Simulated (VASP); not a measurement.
A run of VASP 6.6.1:

File POSCAR:

```
FeSi2
1.0
    0.0000000000      2.6900000000      5.0800000000
    2.6900000000      0.0000000000      5.0800000000
    2.6900000000      2.6900000000      0.0000000000
Fe Si
2 4
Direct
    0.0000000000      0.0000000000      0.0000000000
    0.5000000000      0.5000000000      0.5000000000
    0.1250000000      0.1250000000      0.3750000000
    0.6250000000      0.6250000000      0.8750000000
    0.3750000000      0.3750000000      0.1250000000
    0.8750000000      0.8750000000      0.6250000000
```

The input INCAR.step1:

```
ALGO = Normal
EDIFF = 1E-4
ENCUT = 520
GGA = PE
ISMEAR = 0
ISPIN = 2
LASPH = T
LCHARG = F
LMAXMIX = 4
LREAL = F
LWAVE = T
MAGMOM = 4 4 0 0 0 0
NBANDS = 29
NELM = 150
PREC = Accurate
SIGMA = 0.05
```

INCAR.step2

```
ALGO = Normal
EDIFF = 1E-6
ENCUT = 520
ISIF = 2
ISMEAR = 0
ISPIN = 2
ISTART = 1
LASPH = T
LCHARG = T
LELF = T
LMAXMIX = 4
LMIXTAU = T
LORBIT = 11
LREAL = F
LVHAR = T
LWAVE = F
MAGMOM = 4 4 0 0 0 0
METAGGA = R2SCAN
NBANDS = 29
NELM = 150
PREC = Accurate
SIGMA = 0.05
```

File KPOINTS:

```
k-points
0
Gamma
  5 5 5
```

Potentials or basis: VASP PAW PBE potentials, release 64 (Fe, Si).

Launch:

```console
$ cat potpaw_PBE.64/Fe/POTCAR potpaw_PBE.64/Si/POTCAR > POTCAR
$ cp INCAR.step1 INCAR
$ mpirun -np 1 vasp_std > vasp.out
$ cp INCAR.step2 INCAR
$ mpirun -np 1 vasp_std > vasp.out
```

Hardware: 1 thread of Intel Xeon 8259CL, with other jobs on the host.

Estimate the wall time of this run.

It took 13 min on 1 thread of Intel Xeon 8259CL (shared host), peak memory 0.34 GiB. Counts: k points 18.
